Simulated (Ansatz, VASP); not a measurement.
## One calculation of MgRe, two programs

Contents of INCAR:

```
SYSTEM = MgRe
PREC = Accurate ; ENCUT = 600
EDIFF = 1E-7 ; ISMEAR = 0
SIGMA = 0.2 ; LREAL = .FALSE.
LASPH = .TRUE. ; NELM = 100
ALGO = Normal ; ISIF = 3
LWAVE = .FALSE. ; LCHARG = .FALSE.
GGA = PE ; IBRION = 2
NSW = 36 ; EDIFFG = -0.08
```

The input KPOINTS:

```
Automatic mesh
0
G
  6 6 6
  0 0 0
```

File POSCAR:

```
MgRe
1.0
   -2.8206150300      2.8206150300      2.0396801800
    2.8206150300     -2.8206150300      2.0396801800
    2.8206150300      2.8206150300     -2.0396801800
Mg Re
2 2
Direct
    0.7500000000      0.2500000000      0.5000000000
    0.0000000000      0.0000000000      0.0000000000
    0.5000000000      0.5000000000      0.0000000000
    0.2500000000      0.7500000000      0.5000000000
```

Input for Ansatz:

```yaml
crystal:
  lattice:
    - [-2.82061503, 2.82061503, 2.03968018]
    - [2.82061503, -2.82061503, 2.03968018]
    - [2.82061503, 2.82061503, -2.03968018]
  atoms:
    - { symbol: Mg, position: [0.75, 0.25, 0.5] }
    - { symbol: Mg, position: [0.0, 0.0, 0.0] }
    - { symbol: Re, position: [0.5, 0.5, 0.0] }
    - { symbol: Re, position: [0.25, 0.75, 0.5] }
basis:
  ecutwfc: 420
kpoints:
  mp_grid: { grid: [6, 6, 6] }
hamiltonian:
  xc: pbe
scf:
  occupations: { method: gaussian, width: 0.2 }
  lower_state_search: "off"
output:
  forces: true
  stress: true
  eigenvalues: true
relax:
  adjacent_minimum: "off"
  f_tol: 0.08
  max_steps: 16
  cell: { stress_tol: 0.8 }
```

Alike in both runs: task relaxation of cell and atoms; functional PBE; k mesh 6 × 6 × 6; occupations gaussian, width 0.2 eV; no spin polarisation.

```csv
,VASP,Ansatz
version,VASP 6.6.1,Ansatz 0.2.0
potentials or method,"VASP PAW PBE potentials, release 64 (Mg, Re), cutoff 600 eV","scalar-relativistic, plane waves, PAW"
valence electrons in the cell,18,50
```

VASP gave:

```
gap on the k mesh at the Fermi level, each at its own relaxed structure (eV)  : none
relaxed volume (Å³/atom)                                                      : 15.56
relaxed length of the cell vector where the two differ most in proportion (Å) : 4.449
```

Problem. Which values does Ansatz return?

Solution. gap on the k mesh at the Fermi level, each at its own relaxed structure (eV): none; relaxed volume (Å³/atom): 15.58; relaxed length of the cell vector where the two differ most in proportion (Å): 4.445.

A gap of «none» marks a metal or a gap that the smearing closes. VASP's potentials hold 18 valence electrons a cell and Ansatz's 50, so a difference there can come from the potentials and not from the codes.

Neither program's run includes spin-orbit coupling.
